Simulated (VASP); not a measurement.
# MgO: single point with LDA

Crystal: MgO.

```xyz
2
Lattice="0.0000 2.0537 2.0537 2.0537 0.0000 2.0537 2.0537 2.0537 0.0000" Properties=species:S:1:pos:R:3 pbc="T T T"
Mg    0.0000    0.0000    0.0000
O     2.0537    2.0537    2.0537
```

```yaml
Program: VASP 6.6.1
Task: single point
Functional: LDA
Potentials_or_basis: VASP PAW LDA potentials, release 64 (Mg_sv, O)
Cutoff: 750 eV
k_mesh: 10 × 10 × 10
Occupations: gaussian, width 0.01 eV
Spin: no spin polarisation
```

* Pressure: 7.2 GPa
* Band gap on the k mesh: 5.44 eV

Levels at points of the mesh, in eV from the valence-band top:
```
           k point  band 4  band 5  band 6  band 7  band 8  band 9  band 10  band 11  band 12  band 13
(0.00, 0.00, 0.00)  -38.55  -17.39    0.00    0.00    0.00    5.44    15.94    15.94    15.94    20.17
(0.50, 0.00, 0.00)  -38.56  -15.80   -5.04   -0.76   -0.76    8.22    13.27    16.79    16.79    21.79
(0.50, 0.50, 0.00)  -38.59  -15.56   -4.44   -1.47   -1.47    8.96    10.57    13.71    19.81    19.81
```

Wall time 15 s on 1 thread of Intel(R) Xeon(R) Platinum 8488C (Sapphire Rapids), with other jobs on the host, peak memory 0.14 GiB.

Caveat: the cell stands under pressure.
